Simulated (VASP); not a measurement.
# TiPd3 (Pm-3m) in VASP: a series of runs

The runs below take TiPd3 through single point, relaxation of cell and atoms, with LDA.

All numbers are computed with VASP 6.6.1; they aren't measurements. Logs are shortened: lines on timing, memory, paths and dates and some standing lists are left out, and cuts for length are marked.

## Step 1: The cell of the first run

The structure is cubic, space group Pm-3m (No. 221). Conventional cell: a = 3.807 Å, b = 3.807 Å, c = 3.807 Å, α = 90.00°, β = 90.00°, γ = 90.00°. Ti (site symmetry m-3m) has 12 Pd at 2.69 Å within 3.5 Å. Within 3.5 Å of Pd (site symmetry 4/mmm) lie 4 Ti at 2.69 Å and 8 Pd at 2.69 Å.

## Step 2: Single point, LDA

Input file INCAR:

```
SYSTEM = TiPd3
  PREC = Accurate
  ENCUT = 520
  EDIFF = 1E-6
  ISMEAR = 1
  SIGMA = 0.1
  LREAL = .FALSE.
  LASPH = .TRUE.
  NELM = 100
  ALGO = Normal
  ISIF = 2
  LWAVE = .FALSE.
  LCHARG = .FALSE.
  NBANDS = 29
```

Input file KPOINTS:

```
regular mesh
0
G
  12 12 12
  0 0 0
```

Input file POSCAR:

```
TiPd3
1.0
    3.8070288162      0.0000000000      0.0000000000
    0.0000000000      3.8070288162      0.0000000000
    0.0000000000      0.0000000000      3.8070288162
Ti Pd
1 3
Direct
    0.0000000000      0.0000000000      0.0000000000
    0.0000000000      0.5000000000      0.5000000000
    0.5000000000      0.0000000000      0.5000000000
    0.5000000000      0.5000000000      0.0000000000
```

Potentials or basis: VASP PAW LDA potentials, release 64 (Ti_sv, Pd).

Started as:

```
> cat potpaw_LDA.64/Ti_sv/POTCAR potpaw_LDA.64/Pd/POTCAR > POTCAR
> mpirun -np 1 vasp_std > vasp.out
```

OUTCAR:

```text
SYSTEM = TiPd3
   PREC = Accurate
   ENCUT = 520
   EDIFF = 1E-6
   ISMEAR = 1
   LREAL = .FALSE.
   LASPH = .TRUE.
   NELM = 100
   ISIF = 2

 ion  position               nearest neighbor table
   1  0.000  0.000  0.000-   2 2.69   3 2.69   4 2.69   2 2.69   3 2.69   2 2.69   4 2.69   2 2.69
                             3 2.69   4 2.69   3 2.69   4 2.69
   2  0.000  0.500  0.500-   1 2.69   3 2.69   4 2.69   1 2.69   4 2.69   1 2.69   3 2.69   1 2.69
                             3 2.69   4 2.69   4 2.69   3 2.69
   3  0.500  0.000  0.500-   1 2.69   2 2.69   4 2.69   1 2.69   4 2.69   2 2.69   4 2.69   4 2.69
                             1 2.69   2 2.69   1 2.69   2 2.69
   4  0.500  0.500  0.000-   1 2.69   2 2.69   3 2.69   2 2.69   3 2.69   1 2.69   3 2.69   3 2.69
                             1 2.69   2 2.69   2 2.69   1 2.69

  LATTYP: Found a simple cubic cell.
 ALAT       =     3.8070288162

  Lattice vectors:

 A1 = (   3.8070288162,   0.0000000000,   0.0000000000)
 A2 = (   0.0000000000,   3.8070288162,   0.0000000000)
 A3 = (   0.0000000000,   0.0000000000,   3.8070288162)

Analysis of symmetry for initial positions (statically):
=====================================================================
 Subroutine PRICEL returns:
 Original cell was already a primitive cell.

 Routine SETGRP: Setting up the symmetry group for a
 simple cubic supercell.

 Subroutine GETGRP returns: Found 48 space group operations
 (whereof 48 operations were pure point group operations)
 out of a pool of 48 trial point group operations.

The static configuration has the point symmetry O_h .

Analysis of symmetry for dynamics (positions and initial velocities):
=====================================================================
 Subroutine PRICEL returns:
 Original cell was already a primitive cell.

 Routine SETGRP: Setting up the symmetry group for a
 simple cubic supercell.

 Subroutine GETGRP returns: Found 48 space group operations
 (whereof 48 operations were pure point group operations)
 out of a pool of 48 trial point group operations.

The dynamic configuration has the point symmetry O_h .

 Subroutine INISYM returns: Found 48 space group operations
 (whereof 48 operations are pure point group operations),
 and found     1 'primitive' translations

----------------------------------------------------------------------------------------

                                     Primitive cell

  volume of cell :      55.1771

  direct lattice vectors                    reciprocal lattice vectors
     3.807028816  0.000000000  0.000000000     0.262672033  0.000000000  0.000000000
     0.000000000  3.807028816  0.000000000     0.000000000  0.262672033  0.000000000
     0.000000000  0.000000000  3.807028816     0.000000000  0.000000000  0.262672033

  length of vectors
     3.807028816  3.807028816  3.807028816     0.262672033  0.262672033  0.262672033

  position of ions in fractional coordinates (direct lattice)
     0.000000000  0.000000000  0.000000000
     0.000000000  0.500000000  0.500000000
     0.500000000  0.000000000  0.500000000
     0.500000000  0.500000000  0.000000000

  ion indices of the primitive-cell ions
   primitive index   ion index
                 1           1
                 2           2
                 3           3
                 4           4

----------------------------------------------------------------------------------------

 KPOINTS: regular mesh

Automatic generation of k-mesh.
 Grid dimensions read from file:
 generate k-points for:   12   12   12

 Generating k-lattice:

  Cartesian coordinates                     Fractional coordinates (reciprocal lattice)
     0.021889336  0.000000000  0.000000000     0.083333333  0.000000000  0.000000000
     0.000000000  0.021889336  0.000000000     0.000000000  0.083333333  0.000000000
     0.000000000  0.000000000  0.021889336     0.000000000  0.000000000  0.083333333

  Length of vectors
     0.021889336  0.021889336  0.021889336

  Shift w.r.t. Gamma in fractional coordinates (k-lattice)
     0.000000000  0.000000000  0.000000000

 Subroutine IBZKPT returns following result:
 ===========================================

 Found     84 irreducible k-points:

 Following reciprocal coordinates:
            Coordinates               Weight
  0.000000  0.000000  0.000000      1.000000
  0.083333  0.000000  0.000000      6.000000
  0.166667  0.000000  0.000000      6.000000
  0.250000  0.000000  0.000000      6.000000
  0.333333  0.000000  0.000000      6.000000
  0.416667  0.000000  0.000000      6.000000
[... 16 lines left out ...]
  0.333333  0.333333  0.000000     12.000000
  0.416667  0.333333  0.000000     24.000000
 [... further k-points ...]
   k-points           NKPTS =     84   k-points in BZ     NKDIM =     84   number of bands    NBANDS=     29
   number of dos      NEDOS =    301   number of ions     NIONS =      4
   total plane-waves  NPLWV =  21952
   dimension x,y,z NGX =    28 NGY =   28 NGZ =   28
   dimension x,y,z NGXF=    56 NGYF=   56 NGZF=   56
   ions per type =               1   3
   NGX,Y,Z   is equivalent  to a cutoff of  12.23, 12.23, 12.23 a.u.
   NGXF,Y,Z  is equivalent  to a cutoff of  24.45, 24.45, 24.45 a.u.
 SYSTEM =  TiPd3
   PREC   = accura    normal or accurate (medium, high low for compatibility)
   ISTART =      0    job   : 0-new  1-cont  2-samecut
   ICHARG =      2    charge: 1-file 2-atom 10-const
   ISPIN  =      1    spin polarized calculation?
   LNONCOLLINEAR =      F non collinear calculations
   LSORBIT =      F    spin-orbit coupling
   LASPH  =      T    aspherical Exc in radial PAW
   ENCUT  =  520.0 eV  38.22 Ry    6.18 a.u.   7.08  7.08  7.08*2*pi/ulx,y,z
   NELM   =    100;   NELMIN=  2; NELMDL= -5     # of ELM steps
   EDIFF  = 0.1E-05   stopping-criterion for ELM
   LREAL  =      F    real-space projection
   EDIFFG = 0.1E-04   stopping-criterion for IOM
   NSW    =      0    number of steps for IOM
   IBRION =     -1    ionic relax: 0-MD 1-quasi-New 2-CG
   NFREE  =      0    steps in history (QN), initial steepest desc. (CG)
   ISIF   =      2    stress and relaxation
   ISYM   =      2    0-nonsym 1-usesym 2-fastsym
   POTIM  = 0.5000    time-step for ionic-motion
   TEBEG  =    0.0;   TEEND  =   0.0 temperature during run
   PSTRESS=    0.0 pullay stress
   NELECT =      42.0000    total number of electrons
   NUPDOWN=      -1.0000    fix difference up-down
   EMIN   =  10.00;   EMAX   =-10.00  energy-range for DOS
   EFERMI =   0.00;   METHOD = LEGACY
   ISMEAR =     1;   SIGMA  =   0.10  broadening in eV -4-tet -1-fermi 0-gaus
   EFERMI_NEDOS =   21; number of points for ismear=-14 and -15
   IALGO  =     38    algorithm
   IMIX   =      4    mixing-type and parameters
     AMIX     =   0.40;   BMIX     =  1.00
     AMIX_MAG =   1.60;   BMIX_MAG =  1.00
  volume/ion in A,a.u.               =      13.79        93.09
  Fermi-wavevector in a.u.,A,eV,Ry     =   1.494761  2.824689 30.399640  2.234311
  Thomas-Fermi vector in A             =   2.606992
   LORBIT       =      0    0 simple, 1 ext, 2 COOP (PROOUT), +10 PAW based schemes
   GGA     = CA    functional components
   LHFCALC =     F    Hartree Fock is set to
   AEXX    =    0.0000 exact exchange contribution
   IVDW    =     0    specifies the selected vdW correction
   LEPSILON=     F    determine dielectric tensor
   LRPA    =     F    only Hartree local field effects (RPA)
 non-spin polarized calculation
 Methfessel and Paxton  Order N= 1 SIGMA  =   0.10
  energy-cutoff  :      520.00
  volume of cell :       55.18
 maximum number of plane-waves:      1504
   NGX = 15   NGY = 15   NGZ = 15

 number of electron      42.0000018 magnetization

 Free energy of the ion-electron system (eV)
  ---------------------------------------------------
  ext. energy  EPLUGINS =         0.00000000
  ---------------------------------------------------
  free energy    TOTEN  =       -30.79217686 eV

  energy without entropy =      -30.79315368  energy(sigma->0) =      -30.79250247

 E-fermi :  11.7700     XC(G=0): -13.6962

 val. band max:       11.7405839808   @ k =   0.5000   0.5000   0.5000
 cond. band min:      11.7736175062   @ k =   0.4167   0.0833   0.0000
 fundamental gap:      0.0330335254
 Fermi energy:        11.7700115018

 k-point     1 :       0.0000    0.0000    0.0000
  band No.  band energies     occupation
      1     -45.6715      2.00000
      2     -22.2809      2.00000
      3     -22.2809      2.00000
      4     -22.2809      2.00000
      5       3.3182      2.00000
      6       4.9323      2.00000
[... 21 lines left out ...]
     28      14.2434      0.00000
     29      22.2748      0.00000

 k-point     2 :       0.0833    0.0000    0.0000
  band No.  band energies     occupation
      1     -45.6713      2.00000
      2     -22.2832      2.00000
      3     -22.2812      2.00000
      4     -22.2812      2.00000
      5       3.4088      2.00000
      6       4.9869      2.00000
[... 21 lines left out ...]
     28      14.8570      0.00000
     29      22.2305      0.00000

 k-point     3 :       0.1667    0.0000    0.0000
  band No.  band energies     occupation
      1     -45.6708      2.00000
      2     -22.2896      2.00000
      3     -22.2822      2.00000
      4     -22.2822      2.00000
      5       3.6745      2.00000
      6       5.1440      2.00000
[... 21 lines left out ...]
     28      15.8347      0.00000
     29      22.0989      0.00000

 k-point     4 :       0.2500    0.0000    0.0000
  band No.  band energies     occupation
      1     -45.6702      2.00000
      2     -22.2984      2.00000
      3     -22.2835      2.00000
      4     -22.2835      2.00000
      5       4.0940      2.00000
      6       5.3811      2.00000
[... 597 lines left out ...]
     28      17.0453      0.00000
     29      21.5404      0.00000

 k-point    23 :       0.3333    0.3333    0.0000
  band No.  band energies     occupation
      1     -45.6685      2.00000
      2     -22.3057      2.00000
      3     -22.3008      2.00000
      4     -22.2884      2.00000
      5       5.6063      2.00000
      6       6.1975      2.00000
[... 21 lines left out ...]
     28      17.5746      0.00000
     29      20.4840      0.00000

 k-point    24 :       0.4167    0.3333    0.0000
  band No.  band energies     occupation
      1     -45.6682      2.00000
      2     -22.3081      2.00000
      3     -22.3020      2.00000
      4     -22.2892      2.00000
      5       6.0031      2.00000
      6       6.4399      2.00000
[... 21 lines left out ...]
     28      16.7372      0.00000
     29      21.4747      0.00000

 [... further k-points ...]
[... 5 lines left out ...]
  --------------------------------------------------------------------------------------
  -------------------------------------------------------------------------------------
  Total        1.7900735      1.7900735      1.7900735      0.0000000      0.0000000     -0.0000000
  in kB       51.9784060     51.9784060     51.9784060      0.0000000      0.0000000     -0.0000000
  external PRESSURE =      51.9784060 kB  Pullay stress =       0.0000000 kB

 VOLUME and BASIS-vectors are now :
 -----------------------------------------------------------------------------
  energy-cutoff  :      520.00
  volume of cell :       55.18
      direct lattice vectors                 reciprocal lattice vectors
     3.807028816  0.000000000  0.000000000     0.262672033  0.000000000  0.000000000
     0.000000000  3.807028816  0.000000000     0.000000000  0.262672033  0.000000000
     0.000000000  0.000000000  3.807028816     0.000000000  0.000000000  0.262672033

 POSITION                                       TOTAL-FORCE (eV/Angst)
 -----------------------------------------------------------------------------------
      0.00000      0.00000      0.00000         0.000000      0.000000      0.000000
      0.00000      1.90351      1.90351         0.000000      0.000000      0.000000
      1.90351      0.00000      1.90351         0.000000      0.000000      0.000000
      1.90351      1.90351      0.00000         0.000000      0.000000      0.000000
 -----------------------------------------------------------------------------------
    total drift:                                0.000000      0.000000      0.000000

  FREE ENERGIE OF THE ION-ELECTRON SYSTEM (eV)
  ---------------------------------------------------
  free  energy   TOTEN  =       -30.7921768639 eV

  energy  without entropy=      -30.7931536834  energy(sigma->0) =      -30.79250247
```

Wall time 2.3 min (1 thread of AMD EPYC 7R13, shared host); peak memory 0.2 GiB.

Results:

```
Free energy            : -30.7922 eV
Pressure               : 5.2 GPa
Band gap on the k mesh : zero (bands 21 and 22 overlap by 1.39 eV)
```

Caveat: the cell stands under pressure.

## Step 3: Single point, LDA

This run uses another cell than the first one, of 14.08 Å³/atom.

Input file INCAR:

```
SYSTEM = TiPd3
  ALGO = Normal
  EDIFF = 1E-7
  ENCUT = 520
  GGA = CA
  ISIF = 2
  ISMEAR = 1
  LASPH = .TRUE.
  LCHARG = .FALSE.
  LREAL = .FALSE.
  LWAVE = .FALSE.
  NBANDS = 29
  NELM = 80
  PREC = Accurate
  SIGMA = 0.1
```

Input file KPOINTS:

```
k-points
0
G
  12 12 12
  0 0 0
```

Input file POSCAR:

```
TiPd3
1.0
    3.8327527642      0.0000000000      0.0000000000
    0.0000000000      3.8327527642      0.0000000000
    0.0000000000      0.0000000000      3.8327527642
Ti Pd
1 3
Direct
    0.0000000000      0.0000000000      0.0000000000
    0.0000000000      0.5000000000      0.5000000000
    0.5000000000      0.0000000000      0.5000000000
    0.5000000000      0.5000000000      0.0000000000
```

Potentials or basis: VASP PAW LDA potentials, release 64 (Ti_sv, Pd).

Started as:

```
> cat potpaw_LDA.64/Ti_sv/POTCAR potpaw_LDA.64/Pd/POTCAR > POTCAR
> mpirun -np 1 vasp_std > vasp.out
```

Wall time 3 min (1 thread of AMD EPYC 7R13, shared host); peak memory 0.21 GiB.

Results (log left out):

```
Free energy            : -30.8120 eV
Pressure               : 0.3 GPa
Band gap on the k mesh : zero (bands 21 and 22 overlap by 1.34 eV)
```

Levels at points of the mesh, in eV from the Fermi level:
```csv
k point,band 19,band 20,band 21,band 22,band 23,band 24
"(0.00, 0.00, 0.00)",-0.62,-0.62,1.16,1.16,1.84,1.84
"(0.50, 0.00, 0.00)",-2.56,-1.69,-0.62,-0.18,-0.18,0.54
"(0.50, 0.50, 0.00)",-2.52,-2.35,-2.29,0.19,0.19,0.43
"(0.50, 0.50, 0.50)",-1.03,-0.02,-0.02,-0.02,0.00,0.98
```

(Part 1 of 2 ends here.)
